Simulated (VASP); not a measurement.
# BiAs (rocksalt type) (Fm-3m) in VASP: a series of runs, part 2 of 2

VASP 6.6.1. The steps go on from the part before.

## 3. Electric field gradients, PBE (26.90 Å³/atom)

This run uses another cell than the first one, of 26.90 Å³/atom.

Contents of INCAR:

```
SYSTEM = BiAs
ALGO     = Normal         ! electronic algorithm
EDIFF    = 1E-8           ! SCF threshold, eV
ENCUT    = 520            ! plane-wave cutoff, eV
GGA      = PE             ! functional
ISIF     = 2              ! what is computed and relaxed
ISMEAR   = -1             ! smearing method
LASPH    = .TRUE.         ! aspherical terms in the spheres
LCHARG   = .FALSE.        ! write CHGCAR
LEFG     = .TRUE.       
LREAL    = .FALSE.        ! projectors in reciprocal space
LWAVE    = .FALSE.        ! write WAVECAR
NBANDS   = 17             ! bands
NELM     = 60             ! most SCF steps
PREC     = Accurate       ! precision mode
SIGMA    = 0.03           ! smearing width, eV
```

Contents of KPOINTS:

```
k-points
0
G
  11 11 11
  0 0 0
```

Contents of POSCAR:

```
BiAs
1.0
    0.0000000000      2.9962686446      2.9962686446
    2.9962686446      0.0000000000      2.9962686446
    2.9962686446      2.9962686446      0.0000000000
As Bi
1 1
Direct
    0.0000000000      0.0000000000      0.0000000000
    0.5000000000      0.5000000000      0.5000000000
```

Potentials or basis: VASP PAW PBE potentials, release 64 (As, Bi_d).

Started as:

```console
cat potpaw_PBE.64/As/POTCAR potpaw_PBE.64/Bi_d/POTCAR > POTCAR
mpirun -np 1 vasp_std > vasp.out
```

OUTCAR:

```text
SYSTEM = BiAs
   EDIFF = 1E-8
   ENCUT = 520
   GGA = PE
   ISIF = 2
   ISMEAR = -1
   LASPH = .TRUE.
   LREAL = .FALSE.
   NELM = 60
   PREC = Accurate

 ion  position               nearest neighbor table
   1  0.000  0.000  0.000-   2 3.00   2 3.00   2 3.00   2 3.00   2 3.00   2 3.00
   2  0.500  0.500  0.500-   1 3.00   1 3.00   1 3.00   1 3.00   1 3.00   1 3.00

  LATTYP: Found a face centered cubic cell.
 ALAT       =     5.9925372892

  Lattice vectors:

 A1 = (   0.0000000000,   2.9962686446,   2.9962686446)
 A2 = (   2.9962686446,   0.0000000000,   2.9962686446)
 A3 = (   2.9962686446,   2.9962686446,   0.0000000000)

Analysis of symmetry for initial positions (statically):
=====================================================================
 Subroutine PRICEL returns:
 Original cell was already a primitive cell.

 Routine SETGRP: Setting up the symmetry group for a
 face centered cubic supercell.

 Subroutine GETGRP returns: Found 48 space group operations
 (whereof 48 operations were pure point group operations)
 out of a pool of 48 trial point group operations.

The static configuration has the point symmetry O_h .

Analysis of symmetry for dynamics (positions and initial velocities):
=====================================================================
 Subroutine PRICEL returns:
 Original cell was already a primitive cell.

 Routine SETGRP: Setting up the symmetry group for a
 face centered cubic supercell.

 Subroutine GETGRP returns: Found 48 space group operations
 (whereof 48 operations were pure point group operations)
 out of a pool of 48 trial point group operations.

The dynamic configuration has the point symmetry O_h .

 Subroutine INISYM returns: Found 48 space group operations
 (whereof 48 operations are pure point group operations),
 and found     1 'primitive' translations

----------------------------------------------------------------------------------------

                                     Primitive cell

  volume of cell :      53.7988

  direct lattice vectors                    reciprocal lattice vectors
     0.000000000  2.996268645  2.996268645    -0.166874222  0.166874222  0.166874222
     2.996268645  0.000000000  2.996268645     0.166874222 -0.166874222  0.166874222
     2.996268645  2.996268645  0.000000000     0.166874222  0.166874222 -0.166874222

  length of vectors
     4.237363754  4.237363754  4.237363754     0.289034632  0.289034632  0.289034632

  position of ions in fractional coordinates (direct lattice)
     0.000000000  0.000000000  0.000000000
     0.500000000  0.500000000  0.500000000

  ion indices of the primitive-cell ions
   primitive index   ion index
                 1           1
                 2           2

----------------------------------------------------------------------------------------

 KPOINTS: k-points

Automatic generation of k-mesh.
 Grid dimensions read from file:
[... 65 lines left out ...]
   EDIFF  = 0.1E-07   stopping-criterion for ELM
   LREAL  =      F    real-space projection
   EDIFFG = 0.1E-06   stopping-criterion for IOM
   NSW    =      0    number of steps for IOM
   IBRION =     -1    ionic relax: 0-MD 1-quasi-New 2-CG
   NFREE  =      0    steps in history (QN), initial steepest desc. (CG)
   ISIF   =      2    stress and relaxation
   ISYM   =      2    0-nonsym 1-usesym 2-fastsym
   POTIM  = 0.5000    time-step for ionic-motion
   TEBEG  =    0.0;   TEEND  =   0.0 temperature during run
   PSTRESS=    0.0 pullay stress
   NELECT =      20.0000    total number of electrons
   NUPDOWN=      -1.0000    fix difference up-down
   EMIN   =  10.00;   EMAX   =-10.00  energy-range for DOS
   EFERMI =   0.00;   METHOD = LEGACY
   ISMEAR =    -1;   SIGMA  =   0.03  broadening in eV -4-tet -1-fermi 0-gaus
   EFERMI_NEDOS =   21; number of points for ismear=-14 and -15
   IALGO  =     38    algorithm
   IMIX   =      4    mixing-type and parameters
     AMIX     =   0.40;   BMIX     =  1.00
     AMIX_MAG =   1.60;   BMIX_MAG =  1.00
  volume/ion in A,a.u.               =      26.90       181.53
  Fermi-wavevector in a.u.,A,eV,Ry     =   1.177138  2.224468 18.852969  1.385654
  Thomas-Fermi vector in A             =   2.313490
   LORBIT       =      0    0 simple, 1 ext, 2 COOP (PROOUT), +10 PAW based schemes
   GGA     = PE    functional components
   LHFCALC =     F    Hartree Fock is set to
   AEXX    =    0.0000 exact exchange contribution
   IVDW    =     0    specifies the selected vdW correction
   LEPSILON=     F    determine dielectric tensor
   LRPA    =     F    only Hartree local field effects (RPA)
 non-spin polarized calculation
  energy-cutoff  :      520.00
  volume of cell :       53.80
 maximum number of plane-waves:      1462
   NGX = 15   NGY = 15   NGZ = 15

 number of electron      20.0000005 magnetization

 Free energy of the ion-electron system (eV)
  ---------------------------------------------------
  ext. energy  EPLUGINS =         0.00000000
  ---------------------------------------------------
  free energy    TOTEN  =        -8.51999198 eV

  energy without entropy =       -8.51954458  energy(sigma->0) =       -8.51976828

 E-fermi :   6.4741     XC(G=0): -10.0072

 val. band max:        6.4109789180   @ k =  -0.1818   0.1818   0.0000
 cond. band min:       6.5473851970   @ k =   0.4545   0.0000   0.0000
 fundamental gap:      0.1364062790
 Fermi energy:         6.4740614384

 k-point     1 :       0.0000    0.0000    0.0000
  band No.  band energies     occupation
      1     -16.6659      2.00000
      2     -16.6659      2.00000
      3     -16.6659      2.00000
      4     -16.6652      2.00000
      5     -16.6652      2.00000
      6      -7.3706      2.00000
[... 457 lines left out ...]
      4     -16.6581      2.00000
      5     -16.6523      2.00000
      6      -6.3972      2.00000
[... 9 lines left out ...]
     16      15.3727      0.00000
     17      15.6252      0.00000

 [... further k-points ...]
[... 5 lines left out ...]
  --------------------------------------------------------------------------------------
  -------------------------------------------------------------------------------------
  Total        0.4555264      0.4555264      0.4555264     -0.0000000      0.0000000      0.0000000
  in kB       13.5660033     13.5660033     13.5660033     -0.0000000      0.0000000      0.0000000
  external PRESSURE =      13.5660033 kB  Pullay stress =       0.0000000 kB

 VOLUME and BASIS-vectors are now :
 -----------------------------------------------------------------------------
  energy-cutoff  :      520.00
  volume of cell :       53.80
      direct lattice vectors                 reciprocal lattice vectors
     0.000000000  2.996268645  2.996268645    -0.166874222  0.166874222  0.166874222
     2.996268645  0.000000000  2.996268645     0.166874222 -0.166874222  0.166874222
     2.996268645  2.996268645  0.000000000     0.166874222  0.166874222 -0.166874222

 POSITION                                       TOTAL-FORCE (eV/Angst)
 -----------------------------------------------------------------------------------
      0.00000      0.00000      0.00000        -0.000000     -0.000000      0.000000
      2.99627      2.99627      2.99627         0.000000      0.000000     -0.000000
 -----------------------------------------------------------------------------------
    total drift:                               -0.000000     -0.000000      0.000000

  FREE ENERGIE OF THE ION-ELECTRON SYSTEM (eV)
  ---------------------------------------------------
  free  energy   TOTEN  =        -8.5199919777 eV

  energy  without entropy=       -8.5195445822  energy(sigma->0) =       -8.51976828

 Electric field gradients (V/A^2)
---------------------------------------------------------------------
 ion       V_xx      V_yy      V_zz      V_xy      V_xz      V_yz
---------------------------------------------------------------------
   1      -0.000     0.000     0.000     0.000     0.000     0.000
   2      -0.000    -0.000    -0.000     0.001     0.001     0.001
---------------------------------------------------------------------

 Electric field gradients after diagonalization (V/A^2)
 (convention: |V_zz| > |V_xx| > |V_yy|)
----------------------------------------------------------------------
 ion       V_xx      V_yy      V_zz     asymmetry (V_yy - V_xx)/ V_zz
----------------------------------------------------------------------
   1      -0.000    -0.000     0.000       0.000
   2      -0.001    -0.001     0.003       0.000
----------------------------------------------------------------------

           NMR quadrupolar parameters

 Cq : quadrupolar parameter    Cq=e*Q*V_zz/h
 eta: asymmetry parameters     (V_yy - V_xx)/ V_zz
 Q  : nuclear electric quadrupole moment in mb (millibarn)
----------------------------------------------------------------------
 ion       Cq(MHz)       eta       Q (mb)
----------------------------------------------------------------------
   1       0.000       0.000       1.000
   2       0.000       0.000       1.000
----------------------------------------------------------------------
```

Run time: 81 s. Hardware: 1 thread of Intel Xeon 8259CL, shared host; peak memory 0.21 GiB.

What came out:

```yaml
Free_energy: -8.5200 eV
Pressure: 1.4 GPa
Band_gap_on_the_k_mesh: 0.14 eV (least direct gap 0.39 eV)
Largest_electric_field_gradient_by_atom: zero within the noise of the run
```

Caveat: spin-orbit coupling is left out, which moves the levels of the heavy elements; an odd mesh through Γ misses points on the zone boundary, where band edges can lie.

## 4. Electric field gradients, PBE

This run uses another cell than the first one, of 27.45 Å³/atom.

Contents of INCAR:

```
SYSTEM = BiAs
PREC = Accurate
ENCUT = 520
EDIFF = 1E-8
ISMEAR = -1
SIGMA = 0.03
LREAL = .FALSE.
LASPH = .TRUE.
NELM = 60
ALGO = Normal
ISIF = 2
LWAVE = .FALSE.
LCHARG = .FALSE.
GGA = PE
LEFG = .TRUE.
NBANDS = 17
```

Contents of KPOINTS:

```
Automatic mesh
0
G
  11 11 11
  0 0 0
```

Contents of POSCAR:

```
BiAs
1.0
    0.0000000000      3.0165143172      3.0165143172
    3.0165143172      0.0000000000      3.0165143172
    3.0165143172      3.0165143172      0.0000000000
As Bi
1 1
Direct
    0.0000000000      0.0000000000      0.0000000000
    0.5000000000      0.5000000000      0.5000000000
```

Potentials or basis: VASP PAW PBE potentials, release 64 (As, Bi_d).

Started as:

```console
cat potpaw_PBE.64/As/POTCAR potpaw_PBE.64/Bi_d/POTCAR > POTCAR
mpirun -np 1 vasp_std > vasp.out
```

OUTCAR:

```text
SYSTEM = BiAs
   PREC = Accurate
   ENCUT = 520
   EDIFF = 1E-8
   ISMEAR = -1
   LREAL = .FALSE.
   LASPH = .TRUE.
   NELM = 60
   ISIF = 2
   GGA = PE

 ion  position               nearest neighbor table
   1  0.000  0.000  0.000-   2 3.02   2 3.02   2 3.02   2 3.02   2 3.02   2 3.02
   2  0.500  0.500  0.500-   1 3.02   1 3.02   1 3.02   1 3.02   1 3.02   1 3.02

  LATTYP: Found a face centered cubic cell.
 ALAT       =     6.0330286344

  Lattice vectors:

 A1 = (   0.0000000000,   3.0165143172,   3.0165143172)
[... 692 lines left out ...]
  ---------------------------------------------------
  free  energy   TOTEN  =        -8.5249246395 eV

  energy  without entropy=       -8.5245389179  energy(sigma->0) =       -8.52473178

 Electric field gradients (V/A^2)
---------------------------------------------------------------------
 ion       V_xx      V_yy      V_zz      V_xy      V_xz      V_yz
---------------------------------------------------------------------
   1      -0.000    -0.000    -0.000     0.000     0.000     0.000
   2      -0.000    -0.000     0.000     0.001     0.001     0.001
---------------------------------------------------------------------

 Electric field gradients after diagonalization (V/A^2)
 (convention: |V_zz| > |V_xx| > |V_yy|)
----------------------------------------------------------------------
 ion       V_xx      V_yy      V_zz     asymmetry (V_yy - V_xx)/ V_zz
----------------------------------------------------------------------
   1      -0.000    -0.000     0.000       0.000
   2      -0.001    -0.001     0.002       0.000
----------------------------------------------------------------------

           NMR quadrupolar parameters

 Cq : quadrupolar parameter    Cq=e*Q*V_zz/h
 eta: asymmetry parameters     (V_yy - V_xx)/ V_zz
 Q  : nuclear electric quadrupole moment in mb (millibarn)
----------------------------------------------------------------------
 ion       Cq(MHz)       eta       Q (mb)
----------------------------------------------------------------------
   1       0.000       0.000       1.000
   2       0.000       0.000       1.000
----------------------------------------------------------------------
```

OSZICAR:

```text
N       E                     dE             d eps       ncg     rms          rms(c)
DAV:   1     0.142022564873E+03    0.14202E+03   -0.10571E+04  1912   0.127E+03
DAV:   2     0.150679101218E+01   -0.14052E+03   -0.13694E+03  1986   0.315E+02
DAV:   3    -0.847105948305E+01   -0.99779E+01   -0.98903E+01  2416   0.854E+01
DAV:   4    -0.871169101741E+01   -0.24063E+00   -0.24043E+00  2371   0.143E+01
DAV:   5    -0.871986669633E+01   -0.81757E-02   -0.81751E-02  2614   0.246E+00    0.231E+00
DAV:   6    -0.851915660969E+01    0.20071E+00   -0.70229E-01  2816   0.456E+00    0.113E+00
DAV:   7    -0.852371510940E+01   -0.45585E-02   -0.69516E-02  2133   0.121E+00    0.568E-01
DAV:   8    -0.852514732734E+01   -0.14322E-02   -0.70874E-03  2365   0.703E-01    0.865E-02
DAV:   9    -0.852491273642E+01    0.23459E-03   -0.21345E-03  2604   0.290E-01    0.552E-02
DAV:  10    -0.852492478105E+01   -0.12045E-04   -0.14939E-04  2256   0.711E-02    0.299E-02
DAV:  11    -0.852492532032E+01   -0.53926E-06   -0.50509E-05  2451   0.420E-02    0.105E-02
DAV:  12    -0.852492444984E+01    0.87048E-06   -0.52099E-06  2385   0.122E-02    0.308E-03
DAV:  13    -0.852492448338E+01   -0.33537E-07   -0.89828E-08  2624   0.183E-03    0.146E-03
DAV:  14    -0.852492454743E+01   -0.64052E-07   -0.74384E-08  2210   0.236E-03    0.502E-04
DAV:  15    -0.852492462015E+01   -0.72720E-07   -0.27220E-08  1699   0.131E-03    0.201E-04
DAV:  16    -0.852492465339E+01   -0.33241E-07   -0.55452E-09  1323   0.526E-04    0.109E-04
DAV:  17    -0.852492464145E+01    0.11943E-07   -0.93672E-10  1109   0.315E-04    0.600E-05
DAV:  18    -0.852492463945E+01    0.19945E-08   -0.12446E-10  1102   0.820E-05
   1 F= -.85249246E+01 E0= -.85247318E+01  d E =-.385722E-03
```

Wall time 69 s (1 thread of Intel Xeon 8259CL, shared host); peak memory 0.21 GiB.

What came out:

```
Free energy                             : -8.5249 eV
Pressure                                : 0.0 GPa
Band gap on the k mesh                  : 0.13 eV (least direct gap 0.39 eV)
Largest electric field gradient by atom : zero within the noise of the run
```

Caveat: spin-orbit coupling is left out, which moves the levels of the heavy elements; an odd mesh through Γ misses points on the zone boundary, where band edges can lie.

## 5. The runs side by side

| cell | gap on the mesh (eV) | pressure (GPa) |
| --- | --- | --- |
| a = 4.180 Å, angles 60.0°, 2 atoms | 0.09 | 4.5 |
| a = 4.237 Å, angles 60.0°, 2 atoms | 0.14 | 1.4 |
| a = 4.266 Å, angles 60.0°, 2 atoms | 0.13 | 0.0 |

Alike in all rows: task electric field gradients; level PBE; potentials or basis VASP PAW PBE potentials, release 64 (As, Bi_d); no spin polarisation; k mesh 11 × 11 × 11; cutoff (eV) 520; smearing fermi-dirac 0.03 eV.

Caveats: spin-orbit coupling is left out, which moves the levels of the heavy elements; an odd mesh through Γ misses points on the zone boundary, where band edges can lie; the cell stands under pressure (at least some runs).

Absolute energies hang on the potentials; compare differences alone.
